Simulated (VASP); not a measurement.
# Nb in VASP: a series of runs

Nb is run at these levels: PBEsol; tasks: single point.

All numbers are computed with VASP 6.6.1; they aren't measurements. Logs are shortened: lines on timing, memory, paths and dates and some standing lists are left out, and cuts for length are marked.

## 1. The cell of the first run

The typed cell holds 1 atom: a = 2.965 Å, b = 2.965 Å, c = 2.965 Å, α = 120.00°, β = 120.00°, γ = 90.01°.

## 2. Single point, PBEsol

File INCAR:

```
SYSTEM = Nb
ALGO = Fast ; EDIFF = 1E-6
ENCUT = 520 ; GGA = PS
ISIF = 2 ; ISMEAR = 0
LASPH = .TRUE. ; LCHARG = .TRUE.
LELF = .TRUE. ; LREAL = .FALSE.
LVHAR = .TRUE. ; LWAVE = .FALSE.
NBANDS = 12 ; NELM = 60
PREC = Accurate ; SIGMA = 0.15
```

File KPOINTS:

```
k-points
0
G
  22 22 22
  0 0 0
```

File POSCAR:

```
Nb
1.0
   -1.4824855499      1.4824855499      2.0962345675
    1.4824855499     -1.4824855499      2.0962345675
    1.4824855499      1.4824855499     -2.0962345675
Nb
1
Direct
    0.0000000000      0.0000000000      0.0000000000
```

Potentials or basis: VASP PAW PBE potentials, release 64 (Nb_sv).

Command:

```sh
cat potpaw_PBE.64/Nb_sv/POTCAR > POTCAR
mpirun -np 1 vasp_std > vasp.out
```

OUTCAR:

```text
SYSTEM = Nb
   EDIFF = 1E-6
   ENCUT = 520
   GGA = PS
   ISIF = 2
   ISMEAR = 0
   LASPH = .TRUE.
   LREAL = .FALSE.
   NELM = 60
   PREC = Accurate

 ion  position               nearest neighbor table
   1  0.000  0.000  0.000-

  LATTYP: Found a body centered tetragonal cell.
 ALAT       =     2.9649710998
 C/A-ratio  =     1.4140000000

  Lattice vectors:

 A1 = (  -1.4824855499,   1.4824855499,   2.0962345675)
 A2 = (   1.4824855499,  -1.4824855499,   2.0962345675)
 A3 = (   1.4824855499,   1.4824855499,  -2.0962345675)

Analysis of symmetry for initial positions (statically):
=====================================================================
 Subroutine PRICEL returns:
 Original cell was already a primitive cell.

 Routine SETGRP: Setting up the symmetry group for a
 body centered tetragonal supercell.

 Subroutine GETGRP returns: Found 16 space group operations
 (whereof 16 operations were pure point group operations)
 out of a pool of 16 trial point group operations.

The static configuration has the point symmetry D_4h.

Analysis of symmetry for dynamics (positions and initial velocities):
=====================================================================
 Subroutine PRICEL returns:
 Original cell was already a primitive cell.

 Routine SETGRP: Setting up the symmetry group for a
 body centered tetragonal supercell.

 Subroutine GETGRP returns: Found 16 space group operations
 (whereof 16 operations were pure point group operations)
 out of a pool of 16 trial point group operations.

The dynamic configuration has the point symmetry D_4h.

 Subroutine INISYM returns: Found 16 space group operations
 (whereof 16 operations are pure point group operations),
 and found     1 'primitive' translations

----------------------------------------------------------------------------------------

                                     Primitive cell

  volume of cell :      18.4281

  direct lattice vectors                    reciprocal lattice vectors
    -1.482485550  1.482485550  2.096234567     0.000000000  0.337271416  0.238522925
     1.482485550 -1.482485550  2.096234567     0.337271416  0.000000000  0.238522925
     1.482485550  1.482485550 -2.096234567     0.337271416  0.337271416  0.000000000

  length of vectors
     2.964747236  2.964747236  2.964747236     0.413092234  0.413092234  0.476973810

  position of ions in fractional coordinates (direct lattice)
     0.000000000  0.000000000  0.000000000

  ion indices of the primitive-cell ions
   primitive index   ion index
                 1           1

----------------------------------------------------------------------------------------

 KPOINTS: k-points

Automatic generation of k-mesh.
 Grid dimensions read from file:
 generate k-points for:   22   22   22

 Generating k-lattice:

  Cartesian coordinates                     Fractional coordinates (reciprocal lattice)
     0.000000000  0.015330519  0.010841951     0.045454545  0.000000000 -0.000000000
     0.015330519  0.000000000  0.010841951     0.000000000  0.045454545 -0.000000000
     0.015330519  0.015330519  0.000000000     0.000000000  0.000000000  0.045454545

  Length of vectors
     0.018776920  0.018776920  0.021680628

  Shift w.r.t. Gamma in fractional coordinates (k-lattice)
     0.000000000  0.000000000  0.000000000

 Subroutine IBZKPT returns following result:
 ===========================================

 Found    834 irreducible k-points:

 Following reciprocal coordinates:
            Coordinates               Weight
  0.000000  0.000000  0.000000      1.000000
  0.045455  0.000000 -0.000000      8.000000
  0.090909  0.000000 -0.000000      8.000000
  0.136364  0.000000  0.000000      8.000000
  0.181818  0.000000 -0.000000      8.000000
  0.227273  0.000000 -0.000000      8.000000
[... 16 lines left out ...]
  0.500000  0.045455  0.000000     16.000000
 -0.454545  0.045455  0.000000     16.000000
 [... further k-points ...]
   k-points           NKPTS =    834   k-points in BZ     NKDIM =    834   number of bands    NBANDS=     12
   number of dos      NEDOS =    301   number of ions     NIONS =      1
   total plane-waves  NPLWV =  13824
   dimension x,y,z NGX =    24 NGY =   24 NGZ =   24
   dimension x,y,z NGXF=    48 NGYF=   48 NGZF=   48
   ions per type =               1
   NGX,Y,Z   is equivalent  to a cutoff of  13.46, 13.46, 13.46 a.u.
   NGXF,Y,Z  is equivalent  to a cutoff of  26.92, 26.92, 26.92 a.u.
 SYSTEM =  Nb
   PREC   = accura    normal or accurate (medium, high low for compatibility)
   ISTART =      0    job   : 0-new  1-cont  2-samecut
   ICHARG =      2    charge: 1-file 2-atom 10-const
   ISPIN  =      1    spin polarized calculation?
   LNONCOLLINEAR =      F non collinear calculations
   LSORBIT =      F    spin-orbit coupling
   LASPH  =      T    aspherical Exc in radial PAW
   ENCUT  =  520.0 eV  38.22 Ry    6.18 a.u.   5.51  5.51  5.51*2*pi/ulx,y,z
   NELM   =     60;   NELMIN=  2; NELMDL= -5     # of ELM steps
   EDIFF  = 0.1E-05   stopping-criterion for ELM
   LREAL  =      F    real-space projection
   EDIFFG = 0.1E-04   stopping-criterion for IOM
   NSW    =      0    number of steps for IOM
   IBRION =     -1    ionic relax: 0-MD 1-quasi-New 2-CG
   NFREE  =      0    steps in history (QN), initial steepest desc. (CG)
   ISIF   =      2    stress and relaxation
   ISYM   =      2    0-nonsym 1-usesym 2-fastsym
   POTIM  = 0.5000    time-step for ionic-motion
   TEBEG  =    0.0;   TEEND  =   0.0 temperature during run
   PSTRESS=    0.0 pullay stress
   NELECT =      13.0000    total number of electrons
   NUPDOWN=      -1.0000    fix difference up-down
   EMIN   =  10.00;   EMAX   =-10.00  energy-range for DOS
   EFERMI =   0.00;   METHOD = LEGACY
   ISMEAR =     0;   SIGMA  =   0.15  broadening in eV -4-tet -1-fermi 0-gaus
   EFERMI_NEDOS =   21; number of points for ismear=-14 and -15
   IALGO  =     68    algorithm
   IMIX   =      4    mixing-type and parameters
     AMIX     =   0.40;   BMIX     =  1.00
     AMIX_MAG =   1.60;   BMIX_MAG =  1.00
  volume/ion in A,a.u.               =      18.43       124.36
  Fermi-wavevector in a.u.,A,eV,Ry     =   1.457345  2.753983 28.896790  2.123854
  Thomas-Fermi vector in A             =   2.574157
   LORBIT       =      0    0 simple, 1 ext, 2 COOP (PROOUT), +10 PAW based schemes
   GGA     = PS    functional components
   LHFCALC =     F    Hartree Fock is set to
   AEXX    =    0.0000 exact exchange contribution
   IVDW    =     0    specifies the selected vdW correction
   LEPSILON=     F    determine dielectric tensor
   LRPA    =     F    only Hartree local field effects (RPA)
 non-spin polarized calculation
 RMM-DIIS sequential band-by-band and
 Gauss-broadening in eV      SIGMA  =   0.15
  energy-cutoff  :      520.00
  volume of cell :       18.43
 maximum number of plane-waves:       531
 NGX is ok and might be reduce to    24
   NGX = 11   NGY = 11   NGZ = 11

 number of electron      13.0000001 magnetization

 Free energy of the ion-electron system (eV)
  ---------------------------------------------------
  ext. energy  EPLUGINS =         0.00000000
  ---------------------------------------------------
  free energy    TOTEN  =       -10.61108200 eV

  energy without entropy =      -10.59403599  energy(sigma->0) =      -10.60255899

 E-fermi :  11.0872     XC(G=0): -12.5137

 val. band max:       11.0871321253   @ k =  -0.2273  -0.4545   0.0909
 cond. band min:      11.0874933477   @ k =  -0.2273   0.4545   0.1364
 fundamental gap:      0.0003612224
 Fermi energy:        11.0872159021

 k-point     1 :       0.0000    0.0000    0.0000
  band No.  band energies     occupation
      1     -43.5858      2.00000
      2     -18.9576      2.00000
      3     -18.9576      2.00000
      4     -18.9576      2.00000
      5       4.7908      2.00000
      6      11.1781      0.39158
      7      11.1781      0.39158
      8      11.1799      0.38233
      9      13.8372      0.00000
     10      13.8396      0.00000
     11      22.9391      0.00000
     12      27.7574      0.00000

 k-point     2 :       0.0455    0.0000   -0.0000
  band No.  band energies     occupation
      1     -43.5817      2.00000
      2     -18.9852      2.00000
      3     -18.9610      2.00000
      4     -18.9610      2.00000
      5       4.8704      2.00000
      6      11.1152      0.79184
      7      11.2153      0.22710
      8      11.2165      0.22277
      9      13.8027      0.00000
     10      13.8051      0.00000
     11      23.1012      0.00000
     12      27.4059      0.00000

 k-point     3 :       0.0909    0.0000   -0.0000
  band No.  band energies     occupation
      1     -43.5695      2.00000
      2     -19.0653      2.00000
      3     -18.9709      2.00000
      4     -18.9709      2.00000
      5       5.1023      2.00000
      6      10.9439      1.82341
      7      11.3177      0.02979
      8      11.3189      0.02894
      9      13.7159      0.00000
     10      13.7181      0.00000
     11      23.5566      0.00000
     12      26.6174      0.00000
[... 286 lines left out ...]
 k-point    23 :       0.5000    0.0455    0.0000
  band No.  band energies     occupation
      1     -43.3740      2.00000
      2     -20.2179      2.00000
      3     -19.1386      2.00000
      4     -19.1277      2.00000
      5       7.2370      2.00000
      6      10.8688      1.96050
      7      11.0468      1.29655
      8      12.3807      0.00000
      9      15.8821      0.00000
     10      16.0117      0.00000
     11      21.7299      0.00000
     12      22.8767      0.00000

 k-point    24 :      -0.4545    0.0455    0.0000
  band No.  band energies     occupation
      1     -43.3811      2.00000
      2     -20.1786      2.00000
      3     -19.1283      2.00000
      4     -19.1269      2.00000
      5       7.2486      2.00000
      6      10.9064      1.91181
      7      11.1024      0.88643
      8      12.0930      0.00000
      9      15.7105      0.00000
     10      15.8065      0.00000
     11      21.8211      0.00000
     12      23.3411      0.00000

 [... further k-points ...]
[... 5 lines left out ...]
  --------------------------------------------------------------------------------------
  -------------------------------------------------------------------------------------
  Total       -0.3437643     -0.3437643     -0.3487716      0.0000000      0.0000000      0.0000000
  in kB      -29.8875696    -29.8875696    -30.3229103      0.0000000      0.0000000      0.0000000
  external PRESSURE =     -30.0326832 kB  Pullay stress =       0.0000000 kB

 VOLUME and BASIS-vectors are now :
 -----------------------------------------------------------------------------
  energy-cutoff  :      520.00
  volume of cell :       18.43
      direct lattice vectors                 reciprocal lattice vectors
    -1.482485550  1.482485550  2.096234567     0.000000000  0.337271416  0.238522925
     1.482485550 -1.482485550  2.096234567     0.337271416  0.000000000  0.238522925
     1.482485550  1.482485550 -2.096234567     0.337271416  0.337271416  0.000000000

 POSITION                                       TOTAL-FORCE (eV/Angst)
 -----------------------------------------------------------------------------------
      0.00000      0.00000      0.00000         0.000000      0.000000      0.000000
 -----------------------------------------------------------------------------------
    total drift:                                0.000000      0.000000     -0.000000

  FREE ENERGIE OF THE ION-ELECTRON SYSTEM (eV)
  ---------------------------------------------------
  free  energy   TOTEN  =       -10.6110819983 eV

  energy  without entropy=      -10.5940359909  energy(sigma->0) =      -10.60255899
```

It took 94 s on 1 thread of Intel Xeon 6975P-C (Granite Rapids), shared host; peak memory 0.29 GiB.

What came out:

```
Free energy : -10.6111 eV
Pressure    : -3.0 GPa
```

Caveat: the PAW data sets were made with another functional, which shifts forces and pressure a little.

## 3. Single point, PBEsol

File INCAR:

```
  PREC = Accurate
  ENCUT = 520
  EDIFF = 1E-7
  ISMEAR = 0
  SIGMA = 0.15
  LREAL = F
  LASPH = T
  NELM = 100
  ALGO = Fast
  ISIF = 2
  LWAVE = F
  LCHARG = F
  GGA = PS
  NBANDS = 12
```

File KPOINTS:

```
Automatic mesh
0
Gamma
  22 22 22
```

File POSCAR:

```
Nb
1.0
   -1.4535942143      1.4535942143      2.1803913214
    1.4535942143     -1.4535942143      2.1803913214
    1.4535942143      1.4535942143     -2.1803913214
Nb
1
Direct
    0.0000000000      0.0000000000      0.0000000000
```

Potentials or basis: VASP PAW PBE potentials, release 64 (Nb_sv).

Command:

```sh
cat potpaw_PBE.64/Nb_sv/POTCAR > POTCAR
mpirun -np 1 vasp_std > vasp.out
```

Wall time 2.1 min (1 thread of Intel Xeon 6975P-C (Granite Rapids), shared host); peak memory 0.29 GiB.

The run converged. Its results:

| Property | Result |
| --- | --- |
| Free energy | -10.6435 eV |
| Pressure | -3.6 GPa |

Stress tensor (GPa, compression positive):
```
-7.78  0.00  0.00
 0.00 -7.78  0.00
 0.00  0.00  4.78
```

Levels at points of the mesh, in eV from the Fermi level:
| k point | band 4 | band 5 | band 6 | band 7 | band 8 | band 9 |
| --- | --- | --- | --- | --- | --- | --- |
| (0.00, 0.00, 0.00) | -30.01 | -6.27 | -0.34 | 0.38 | 0.38 | 2.25 |
| (0.50, 0.00, 0.00) | -30.12 | -3.90 | -0.44 | 0.30 | 1.47 | 4.62 |
| (0.50, 0.50, 0.00) | -30.44 | -4.16 | -3.40 | 4.06 | 4.71 | 5.01 |
| (0.50, 0.50, 0.50) | -30.38 | -4.12 | -3.31 | 3.02 | 4.85 | 5.36 |

Caveat: the PAW data sets were made with another functional, which shifts forces and pressure a little.
